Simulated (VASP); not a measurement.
# H (P2/m) in VASP: notebook

Runs on H. Level: LDA. Tasks: single point.

Program: VASP 6.6.1. These are calculated values, not measurements. Logs are shortened: lines on timing, memory, paths and dates and some standing lists are left out, and cuts for length are marked.

## (1) The cell of the first run

Symmetry: P2/m, No. 10, monoclinic system. Conventional cell: a = 0.980 Å, b = 2.650 Å, c = 2.650 Å, α = 90.00°, β = 90.29°, γ = 90.00°. H (site symmetry 2/m) has 2 H at 0.98 Å within 1.3 Å.

## (2) Single point, LDA (strain +0.0050 x Voigt [0, 0, 0, 1, 0, 0])

INCAR

```
SYSTEM = H
  ALGO = Normal
  EDIFF = 1E-6
  ENCUT = 520
  ISIF = 2
  ISMEAR = 0
  LASPH = .True.
  LCHARG = .False.
  LREAL = .False.
  LWAVE = .False.
  NBANDS = 6
  NELM = 100
  PREC = Accurate
  SIGMA = 0.05
```

KPOINTS

```
k-points
0
Gamma
  10 10 26
  0 0 0
```

POSCAR

```
H
1.0
    2.6496387389      0.0000000000      0.0000000000
    0.0000000000      2.6496387389      0.0066240968
    0.0000000000      0.0024512323      0.9804929200
H
1
Direct
    0.0000000000      0.0000000000      0.5000000000
```

Potentials or basis: VASP PAW LDA potentials, release 64 (H).

Run with:

```sh
$ cat potpaw_LDA.64/H/POTCAR > POTCAR
$ mpirun -np 1 vasp_std > vasp.out
```

OUTCAR:

```text
SYSTEM = H
   EDIFF = 1E-6
   ENCUT = 520
   ISIF = 2
   ISMEAR = 0
   LASPH = .True.
   LREAL = .False.
   NELM = 100
   PREC = Accurate

 ion  position               nearest neighbor table
   1  0.000  0.000  0.500-

  LATTYP: Found a simple monoclinic cell.
 ALAT       =     0.9804959840
 B/A-ratio  =     2.7023453253
 C/A-ratio  =     2.7023537701
 COS(beta)  =    -0.0049999687

  Lattice vectors:

 A1 = (   0.0000000000,   0.0024512323,   0.9804929200)
 A2 = (  -2.6496387389,   0.0000000000,   0.0000000000)
 A3 = (   0.0000000000,  -2.6496387389,  -0.0066240968)

Analysis of symmetry for initial positions (statically):
=====================================================================
 Subroutine PRICEL returns:
 Original cell was already a primitive cell.

 Routine SETGRP: Setting up the symmetry group for a
 simple monoclinic supercell.

 Subroutine GETGRP returns: Found  4 space group operations
 (whereof  4 operations were pure point group operations)
 out of a pool of  4 trial point group operations.

The static configuration has the point symmetry C_2h.

Analysis of symmetry for dynamics (positions and initial velocities):
=====================================================================
 Subroutine PRICEL returns:
 Original cell was already a primitive cell.

 Routine SETGRP: Setting up the symmetry group for a
 simple monoclinic supercell.

 Subroutine GETGRP returns: Found  4 space group operations
 (whereof  4 operations were pure point group operations)
 out of a pool of  4 trial point group operations.

The dynamic configuration has the point symmetry C_2h.

 Subroutine INISYM returns: Found  4 space group operations
 (whereof  4 operations are pure point group operations),
 and found     1 'primitive' translations

----------------------------------------------------------------------------------------

                                     Primitive cell

  volume of cell :       6.8836

  direct lattice vectors                    reciprocal lattice vectors
     2.649638739  0.000000000  0.000000000     0.377409941  0.000000000  0.000000000
     0.000000000  2.649638739  0.006624097     0.000000000  0.377412300 -0.000943531
     0.000000000  0.002451232  0.980492920     0.000000000 -0.002549754  1.019901551

  length of vectors
     2.649638739  2.649647019  0.980495984     0.377409941  0.377413479  1.019904738

  position of ions in fractional coordinates (direct lattice)
     0.000000000  0.000000000  0.500000000

  ion indices of the primitive-cell ions
   primitive index   ion index
                 1           1

----------------------------------------------------------------------------------------

 KPOINTS: k-points

Automatic generation of k-mesh.
 Grid dimensions read from file:
 generate k-points for:   10   10   26

 Generating k-lattice:

  Cartesian coordinates                     Fractional coordinates (reciprocal lattice)
     0.037740994  0.000000000  0.000000000     0.100000000  0.000000000  0.000000000
     0.000000000  0.037741230 -0.000094353     0.000000000  0.100000000  0.000000000
     0.000000000 -0.000098067  0.039226983     0.000000000  0.000000000  0.038461538

  Length of vectors
     0.037740994  0.037741348  0.039227105

  Shift w.r.t. Gamma in fractional coordinates (k-lattice)
     0.000000000  0.000000000  0.000000000

 Subroutine IBZKPT returns following result:
 ===========================================

 Found    792 irreducible k-points:

 Following reciprocal coordinates:
            Coordinates               Weight
  0.000000  0.000000  0.000000      1.000000
  0.100000  0.000000  0.000000      2.000000
  0.200000  0.000000  0.000000      2.000000
  0.300000  0.000000  0.000000      2.000000
  0.400000  0.000000  0.000000      2.000000
  0.500000  0.000000  0.000000      1.000000
[... 16 lines left out ...]
  0.400000  0.300000 -0.000000      4.000000
  0.500000  0.300000 -0.000000      2.000000
 [... further k-points ...]
   k-points           NKPTS =    792   k-points in BZ     NKDIM =    792   number of bands    NBANDS=      6
   number of dos      NEDOS =    301   number of ions     NIONS =      1
   total plane-waves  NPLWV =   3200
   dimension x,y,z NGX =    20 NGY =   20 NGZ =    8
   dimension x,y,z NGXF=    40 NGYF=   40 NGZF=   16
   ions per type =               1
   NGX,Y,Z   is equivalent  to a cutoff of  12.55, 12.55, 13.56 a.u.
   NGXF,Y,Z  is equivalent  to a cutoff of  25.10, 25.10, 27.13 a.u.
 SYSTEM =  H
   PREC   = accura    normal or accurate (medium, high low for compatibility)
   ISTART =      0    job   : 0-new  1-cont  2-samecut
   ICHARG =      2    charge: 1-file 2-atom 10-const
   ISPIN  =      1    spin polarized calculation?
   LNONCOLLINEAR =      F non collinear calculations
   LSORBIT =      F    spin-orbit coupling
   LASPH  =      T    aspherical Exc in radial PAW
   ENCUT  =  520.0 eV  38.22 Ry    6.18 a.u.   4.93  4.93  1.82*2*pi/ulx,y,z
   NELM   =    100;   NELMIN=  2; NELMDL= -5     # of ELM steps
   EDIFF  = 0.1E-05   stopping-criterion for ELM
   LREAL  =      F    real-space projection
   EDIFFG = 0.1E-04   stopping-criterion for IOM
   NSW    =      0    number of steps for IOM
   IBRION =     -1    ionic relax: 0-MD 1-quasi-New 2-CG
   NFREE  =      0    steps in history (QN), initial steepest desc. (CG)
   ISIF   =      2    stress and relaxation
   ISYM   =      2    0-nonsym 1-usesym 2-fastsym
   POTIM  = 0.5000    time-step for ionic-motion
   TEBEG  =    0.0;   TEEND  =   0.0 temperature during run
   PSTRESS=    0.0 pullay stress
   NELECT =       1.0000    total number of electrons
   NUPDOWN=      -1.0000    fix difference up-down
   EMIN   =  10.00;   EMAX   =-10.00  energy-range for DOS
   EFERMI =   0.00;   METHOD = LEGACY
   ISMEAR =     0;   SIGMA  =   0.05  broadening in eV -4-tet -1-fermi 0-gaus
   EFERMI_NEDOS =   21; number of points for ismear=-14 and -15
   IALGO  =     38    algorithm
   IMIX   =      4    mixing-type and parameters
     AMIX     =   0.40;   BMIX     =  1.00
     AMIX_MAG =   1.60;   BMIX_MAG =  1.00
  volume/ion in A,a.u.               =       6.88        46.45
  Fermi-wavevector in a.u.,A,eV,Ry     =   0.860604  1.626305 10.076998  0.740638
  Thomas-Fermi vector in A             =   1.978133
   LORBIT       =      0    0 simple, 1 ext, 2 COOP (PROOUT), +10 PAW based schemes
   GGA     = CA    functional components
   LHFCALC =     F    Hartree Fock is set to
   AEXX    =    0.0000 exact exchange contribution
   IVDW    =     0    specifies the selected vdW correction
   LEPSILON=     F    determine dielectric tensor
   LRPA    =     F    only Hartree local field effects (RPA)
 non-spin polarized calculation
 Gauss-broadening in eV      SIGMA  =   0.05
  energy-cutoff  :      520.00
  volume of cell :        6.88
 maximum number of plane-waves:       200
 NGX is ok and might be reduce to    20
   NGX =  9   NGY =  9   NGZ =  3

 number of electron       0.9999999 magnetization

 Free energy of the ion-electron system (eV)
  ---------------------------------------------------
  ext. energy  EPLUGINS =         0.00000000
  ---------------------------------------------------
  free energy    TOTEN  =        -3.13385913 eV

  energy without entropy =       -3.13385877  energy(sigma->0) =       -3.13385895

 E-fermi :  -1.4727     XC(G=0):  -7.4155

 val. band max:       -1.5820545517   @ k =   0.5000   0.5000   0.2308
 cond. band min:      -1.3632895819   @ k =   0.0000   0.0000   0.2692
 fundamental gap:      0.2187649698
 Fermi energy:        -1.4726722059

 k-point     1 :       0.0000    0.0000    0.0000
  band No.  band energies     occupation
      1     -12.5859      2.00000
      2       7.7627      0.00000
      3      13.8002      0.00000
      4      13.8004      0.00000
      5      16.4748      0.00000
      6      34.1275      0.00000

 k-point     2 :       0.1000    0.0000    0.0000
  band No.  band energies     occupation
      1     -12.4652      2.00000
      2       6.8030      0.00000
      3      13.0487      0.00000
      4      13.9882      0.00000
      5      18.8595      0.00000
      6      30.9984      0.00000

 k-point     3 :       0.2000    0.0000    0.0000
  band No.  band energies     occupation
      1     -12.1272      2.00000
      2       4.6950      0.00000
      3      12.9404      0.00000
      4      14.5393      0.00000
      5      23.0949      0.00000
      6      27.6527      0.00000

 k-point     4 :       0.3000    0.0000    0.0000
  band No.  band energies     occupation
      1     -11.6562      2.00000
      2       2.5918      0.00000
      3      13.4468      0.00000
      4      15.4006      0.00000
      5      24.8104      0.00000
      6      25.6210      0.00000

 k-point     5 :       0.4000    0.0000    0.0000
  band No.  band energies     occupation
      1     -11.2171      2.00000
      2       1.0905      0.00000
      3      14.1162      0.00000
      4      16.3909      0.00000
      5      22.8307      0.00000
      6      23.3575      0.00000

 k-point     6 :       0.5000    0.0000    0.0000
  band No.  band energies     occupation
      1     -11.0314      2.00000
      2       0.5407      0.00000
      3      14.4507      0.00000
      4      16.9276      0.00000
      5      22.0595      0.00000
      6      22.3961      0.00000

 k-point     7 :       0.0000    0.1000   -0.0000
  band No.  band energies     occupation
      1     -12.4652      2.00000
      2       6.8031      0.00000
      3      13.0487      0.00000
      4      13.9879      0.00000
      5      18.8598      0.00000
      6      30.9983      0.00000

 k-point     8 :       0.1000    0.1000   -0.0000
  band No.  band energies     occupation
      1     -12.3455      2.00000
      2       6.3111      0.00000
      3      11.1220      0.00000
      4      16.1496      0.00000
      5      19.9781      0.00000
      6      27.5822      0.00000

 k-point     9 :       0.2000    0.1000   -0.0000
  band No.  band energies     occupation
      1     -12.0108      2.00000
      2       4.6981      0.00000
      3      10.3740      0.00000
      4      17.5369      0.00000
      5      23.4760      0.00000
      6      24.2079      0.00000

 k-point    10 :       0.3000    0.1000   -0.0000
  band No.  band energies     occupation
      1     -11.5455      2.00000
      2       2.7424      0.00000
      3      10.7465      0.00000
      4      18.5179      0.00000
      5      21.2827      0.00000
      6      28.3653      0.00000

 k-point    11 :       0.4000    0.1000   -0.0000
  band No.  band energies     occupation
      1     -11.1128      2.00000
      2       1.2841      0.00000
      3      11.4668      0.00000
      4      18.9112      0.00000
      5      19.6996      0.00000
      6      27.5392      0.00000

 k-point    12 :       0.5000    0.1000   -0.0000
  band No.  band energies     occupation
      1     -10.9301      2.00000
      2       0.7453      0.00000
      3      11.8643      0.00000
      4      18.1957      0.00000
      5      20.0101      0.00000
      6      26.6868      0.00000

 k-point    13 :       0.0000    0.2000   -0.0000
  band No.  band energies     occupation
      1     -12.1272      2.00000
      2       4.6951      0.00000
      3      12.9402      0.00000
      4      14.5390      0.00000
      5      23.0954      0.00000
      6      27.6526      0.00000

 k-point    14 :       0.1000    0.2000   -0.0000
  band No.  band energies     occupation
      1     -12.0108      2.00000
      2       4.6982      0.00000
      3      10.3739      0.00000
      4      17.5366      0.00000
      5      23.4763      0.00000
      6      24.2078      0.00000

 k-point    15 :       0.2000    0.2000   -0.0000
  band No.  band energies     occupation
      1     -11.6866      2.00000
      2       4.3628      0.00000
      3       8.2529      0.00000
      4      20.1858      0.00000
      5      21.3317      0.00000
      6      25.3052      0.00000

 k-point    16 :       0.3000    0.2000   -0.0000
  band No.  band energies     occupation
      1     -11.2386      2.00000
      2       3.1260      0.00000
      3       7.9034      0.00000
      4      17.6640      0.00000
      5      22.8477      0.00000
      6      29.2635      0.00000

 k-point    17 :       0.4000    0.2000   -0.0000
  band No.  band energies     occupation
      1     -10.8251      2.00000
      2       1.8527      0.00000
      3       8.4922      0.00000
      4      15.5056      0.00000
      5      23.9828      0.00000
      6      32.3914      0.00000

 k-point    18 :       0.5000    0.2000   -0.0000
  band No.  band energies     occupation
      1     -10.6514      2.00000
      2       1.3539      0.00000
      3       8.8979      0.00000
      4      14.6097      0.00000
      5      24.4701      0.00000
      6      31.5483      0.00000

 k-point    19 :       0.0000    0.3000   -0.0000
  band No.  band energies     occupation
      1     -11.6562      2.00000
      2       2.5919      0.00000
      3      13.4466      0.00000
      4      15.4003      0.00000
      5      24.8102      0.00000
      6      25.6208      0.00000

 k-point    20 :       0.1000    0.3000   -0.0000
  band No.  band energies     occupation
      1     -11.5456      2.00000
      2       2.7425      0.00000
      3      10.7463      0.00000
      4      18.5174      0.00000
      5      21.2825      0.00000
      6      28.3658      0.00000

 k-point    21 :       0.2000    0.3000   -0.0000
  band No.  band energies     occupation
      1     -11.2386      2.00000
      2       3.1261      0.00000
      3       7.9033      0.00000
      4      17.6639      0.00000
      5      22.8475      0.00000
      6      29.2639      0.00000

 k-point    22 :       0.3000    0.3000   -0.0000
  band No.  band energies     occupation
      1     -10.8180      2.00000
      2       3.3313      0.00000
      3       6.1611      0.00000
      4      14.7167      0.00000
      5      26.5523      0.00000
      6      31.4042      0.00000

 k-point    23 :       0.4000    0.3000   -0.0000
  band No.  band energies     occupation
      1     -10.4339      2.00000
      2       2.7353      0.00000
      3       6.1708      0.00000
      4      12.4588      0.00000
      5      28.6277      0.00000
      6      35.6484      0.00000

 k-point    24 :       0.5000    0.3000   -0.0000
  band No.  band energies     occupation
      1     -10.2737      2.00000
      2       2.3428      0.00000
      3       6.5489      0.00000
      4      11.4914      0.00000
      5      29.3009      0.00000
      6      36.7473      0.00000

 [... further k-points ...]
[... 5 lines left out ...]
  --------------------------------------------------------------------------------------
  -------------------------------------------------------------------------------------
  Total       -0.0000957     -0.0000950      0.1720024      0.0000000      0.0004575      0.0000000
  in kB       -0.0222859     -0.0221148     40.0340996      0.0000000      0.1064904      0.0000000
  external PRESSURE =      13.3298997 kB  Pullay stress =       0.0000000 kB

 VOLUME and BASIS-vectors are now :
 -----------------------------------------------------------------------------
  energy-cutoff  :      520.00
  volume of cell :        6.88
      direct lattice vectors                 reciprocal lattice vectors
     2.649638739  0.000000000  0.000000000     0.377409941  0.000000000  0.000000000
     0.000000000  2.649638739  0.006624097     0.000000000  0.377412300 -0.000943531
     0.000000000  0.002451232  0.980492920     0.000000000 -0.002549754  1.019901551

 POSITION                                       TOTAL-FORCE (eV/Angst)
 -----------------------------------------------------------------------------------
      0.00000      0.00123      0.49025         0.000000     -0.000000      0.000000
 -----------------------------------------------------------------------------------
    total drift:                                0.000000      0.000000      0.000000

  FREE ENERGIE OF THE ION-ELECTRON SYSTEM (eV)
  ---------------------------------------------------
  free  energy   TOTEN  =        -3.1338591326 eV

  energy  without entropy=       -3.1338587703  energy(sigma->0) =       -3.13385895
```

Run time: 13 s. Hardware: 1 thread of Intel Xeon 6975P-C (Granite Rapids), shared host; peak memory 0.12 GiB.

What came out:

```
Free energy : -3.1339 eV
Pressure    : 1.3 GPa
```

Stress tensor (GPa, compression positive):
```
0.00 0.00 0.00
0.00 0.00 0.01
0.00 0.01 4.00
```

Caveat: the cell differs from its parent crystal (strain +0.0050 x Voigt [0, 0, 0, 1, 0, 0]).

## (3) Single point, LDA (strain +0.0175 x Voigt [0, 0, 0, 1, 0, 0])

INCAR

```
  PREC = Accurate
  ENCUT = 520
  EDIFF = 1E-6
  ISMEAR = 0
  SIGMA = 0.05
  LREAL = F
  LASPH = T
  NELM = 100
  ALGO = Normal
  ISIF = 2
  LWAVE = F
  LCHARG = F
  GGA = CA
  NBANDS = 6
```

KPOINTS

```
Automatic mesh
0
Gamma
  10 10 26
```

POSCAR

```
H
1.0
    2.6496387389      0.0000000000      0.0000000000
    0.0000000000      2.6496387389      0.0231843390
    0.0000000000      0.0085793130      0.9804929200
H
1
Direct
    0.0000000000      0.0000000000      0.5000000000
```

Potentials or basis: VASP PAW LDA potentials, release 64 (H).

Run with:

```sh
$ cat potpaw_LDA.64/H/POTCAR > POTCAR
$ mpirun -np 1 vasp_std > vasp.out
```

Run time: 11 s. Hardware: 1 thread of Intel Xeon 6975P-C (Granite Rapids), shared host; peak memory 0.12 GiB.

The run converged. Its results:

```
Free energy : -3.1339 eV
Pressure    : 1.3 GPa
```

Stress tensor (GPa, compression positive):
```
0.00 0.00 0.00
0.00 0.00 0.03
0.00 0.03 3.99
```

Levels at points of the mesh, in eV from the Fermi level:
| k point | band 1 | band 2 | band 3 | band 4 |
| --- | --- | --- | --- | --- |
| (0.00, 0.00, 0.00) | -11.11 | 9.24 | 15.27 | 15.28 |
| (0.50, 0.00, 0.00) | -9.56 | 2.01 | 15.93 | 18.40 |
| (0.00, 0.50, 0.00) | -9.56 | 2.01 | 15.92 | 18.40 |
| (0.50, 0.50, 0.00) | -8.32 | 5.95 | 5.95 | 9.13 |
| (0.00, 0.00, 0.50) | 24.16 | 31.17 | 46.24 | 51.12 |
| (0.50, 0.00, 0.50) | 25.10 | 33.62 | 40.99 | 41.29 |
| (0.00, 0.50, 0.50) | 25.10 | 33.59 | 41.02 | 41.30 |
| (0.50, 0.50, 0.50) | 25.85 | 35.62 | 44.77 | 44.87 |

Caveat: the cell differs from its parent crystal (strain +0.0175 x Voigt [0, 0, 0, 1, 0, 0]).

## (4) Single point, LDA (strain +0.0125 x Voigt [0, 0, 0, 1, 0, 0])

INCAR

```
SYSTEM = H
  PREC = Accurate
  ENCUT = 520
  EDIFF = 1E-6
  ISMEAR = 0
  SIGMA = 0.05
  LREAL = .False.
  LASPH = .True.
  NELM = 80
  ALGO = Normal
  ISIF = 2
  LWAVE = .False.
  LCHARG = .True.
  GGA = CA
  LELF = .True.
  LVHAR = .True.
  NBANDS = 6
```

KPOINTS

```
regular mesh
0
Gamma
  10 10 26
  0 0 0
```

POSCAR

```
H
1.0
    2.6496387389      0.0000000000      0.0000000000
    0.0000000000      2.6496387389      0.0165602421
    0.0000000000      0.0061280808      0.9804929200
H
1
Direct
    0.0000000000      0.0000000000      0.5000000000
```

Run with:

```sh
$ cat potpaw_LDA.64/H/POTCAR > POTCAR
$ mpirun -np 1 vasp_std > vasp.out
```

It took 10 s on 1 thread of Intel Xeon 6975P-C (Granite Rapids), shared host; peak memory 0.12 GiB.

The run converged. Its results:

```yaml
Free_energy: -3.1339 eV
Pressure: 1.3 GPa
```

Stress tensor (GPa, compression positive):
```
0.00 0.00 0.00
0.00 0.00 0.03
0.00 0.03 4.00
```

Levels at points of the mesh, in eV from the Fermi level:
| k point | band 1 | band 2 | band 3 | band 4 | band 5 |
| --- | --- | --- | --- | --- | --- |
| (0.00, 0.00, 0.00) | -11.11 | 9.24 | 15.27 | 15.27 | 17.95 |
| (0.50, 0.00, 0.00) | -9.56 | 2.01 | 15.92 | 18.40 | 23.53 |
| (0.00, 0.50, 0.00) | -9.56 | 2.01 | 15.92 | 18.40 | 23.53 |
| (0.50, 0.50, 0.00) | -8.32 | 5.95 | 5.95 | 9.13 | 38.23 |
| (0.00, 0.00, 0.50) | 24.16 | 31.17 | 46.25 | 51.19 | 53.99 |
| (0.50, 0.00, 0.50) | 25.10 | 33.61 | 40.98 | 41.29 | 53.36 |
| (0.00, 0.50, 0.50) | 25.10 | 33.60 | 41.00 | 41.29 | 53.43 |
| (0.50, 0.50, 0.50) | 25.86 | 35.63 | 44.80 | 44.85 | 45.27 |

Caveat: the cell differs from its parent crystal (strain +0.0125 x Voigt [0, 0, 0, 1, 0, 0]).

## (5) The runs side by side

```tsv
cell	gap on the mesh (eV)	pressure (GPa)
a = 2.650, b = 2.650, c = 0.980 Å, angles 89.7, 90.0, 90.0°, 1 atom	none	1.3
a = 2.650, b = 2.650, c = 0.981 Å, angles 89.0, 90.0, 90.0°, 1 atom	none	1.3
a = 2.650, b = 2.650, c = 0.981 Å, angles 89.3, 90.0, 90.0°, 1 atom	none	1.3
```

Alike in all rows: task single point; level LDA; potentials or basis VASP PAW LDA potentials, release 64 (H); no spin polarisation; k mesh 10 × 10 × 26; cutoff (eV) 520; smearing gaussian 0.05 eV.

Total energies depend on the potentials used, so only differences within one code and one set of settings carry meaning.
